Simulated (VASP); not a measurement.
Here is a VASP 6.6.1 calculation.

INCAR

```
SYSTEM = Ti
ALGO     = Normal         ! electronic algorithm
EDIFF    = 1E-7           ! SCF threshold, eV
ENCUT    = 520            ! plane-wave cutoff, eV
GGA      = PE             ! functional
ISIF     = 2              ! what is computed and relaxed
ISMEAR   = 0              ! smearing method
LASPH    = .TRUE.         ! aspherical terms in the spheres
LCHARG   = .FALSE.        ! write CHGCAR
LREAL    = .FALSE.        ! projectors in reciprocal space
LWAVE    = .FALSE.        ! write WAVECAR
NBANDS   = 12             ! bands
NELM     = 80             ! most SCF steps
PREC     = Accurate       ! precision mode
SIGMA    = 0.1            ! smearing width, eV
```

The input KPOINTS:

```
k-points
0
G
  18 18 18
  0 0 0
```

File POSCAR:

```
Ti
1.0
   -1.6276679630      1.6276679630      1.6276679630
    1.6276679630     -1.6276679630      1.6276679630
    1.6276679630      1.6276679630     -1.6276679630
Ti
1
Direct
    0.0000000000      0.0000000000      0.0000000000
```

Potentials or basis: VASP PAW PBE potentials, release 64 (Ti_sv).

The run is started by

```bash
$ cat potpaw_PBE.64/Ti_sv/POTCAR > POTCAR
$ mpirun -np 1 vasp_std > vasp.out
```

(1) Predict the pressure.

(2) Predict the band gap on the k mesh.

Results:

(1) -0.2 GPa.

(2) zero (band 6 reaches 9.15 eV, above the bottom of band 7 at 7.56 eV).
